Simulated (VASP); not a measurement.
A run of VASP 6.6.1 is set up as follows.

Contents of INCAR:

```
SYSTEM = AlNi
PREC = Accurate ; ENCUT = 600
EDIFF = 1E-6 ; ISMEAR = -1
SIGMA = 0.05 ; LREAL = .False.
LASPH = .True. ; NELM = 60
ALGO = Normal ; ISIF = 3
LWAVE = .False. ; LCHARG = .False.
GGA = PE ; IBRION = 2
NSW = 32 ; EDIFFG = -0.005
PSTRESS = 93.0
```

Contents of KPOINTS:

```
regular mesh
0
Gamma
  14 14 14
  0 0 0
```

Contents of POSCAR:

```
AlNi
1.0
    0.0000000000      2.3714236984      2.3714236984
    2.3714236984      0.0000000000      2.3714236984
    2.3714236984      2.3714236984      0.0000000000
Ni Al
1 1
Direct
    0.0000000000      0.0000000000      0.0000000000
    0.5000000000      0.5000000000      0.5000000000
```

Potentials or basis: VASP PAW PBE potentials, release 64 (Ni, Al).

Run with:

```sh
$ cat potpaw_PBE.64/Ni/POTCAR potpaw_PBE.64/Al/POTCAR > POTCAR
$ mpirun -np 1 vasp_std > vasp.out
```

(1) What does it give for the space group after relaxing (to 0.05 Å)?

(2) What does it give for the relaxed volume?

(3) Predict the relaxed cell.

## Answers

(1) Fm-3m (No. 225).

(2) 13.33 Å³/atom.

(3) a = 3.353 Å, b = 3.353 Å, c = 3.353 Å, α = 60.00°, β = 60.00°, γ = 60.00°.

Caveat: the cell is relaxed towards a set pressure, so the enthalpy falls and the energy may rise.
